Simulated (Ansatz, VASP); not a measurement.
One calculation of YN, two programs

```
Y N
1.0
     0.00000    2.42848    2.46631
     2.42848    0.00000    2.46631
     2.42848    2.42848    0.00000
Y N
1 1
Direct
  0.00000 0.00000 0.00000
  0.50000 0.50000 0.50000
```

Alike in both runs: task single point; functional PBE; k mesh 10 × 10 × 10; occupations gaussian, width 0.01 eV; no spin polarisation.

```csv
,VASP,Ansatz
version,VASP 6.6.1,Ansatz 0.2.0
potentials or method,"VASP PAW PBE potentials, release 64 (Y_sv, N), cutoff 600 eV","scalar-relativistic, plane waves, PAW"
valence electrons in the cell,16,16
```

```tsv
	VASP	Ansatz	Ansatz less VASP
gap on the k mesh at the Fermi level (eV)	0.15	0.15	0.000
least direct gap on the mesh (eV)	0.53	0.53	0.000
```

The functional is the same, so the differences come from potentials, cutoffs and numerics.
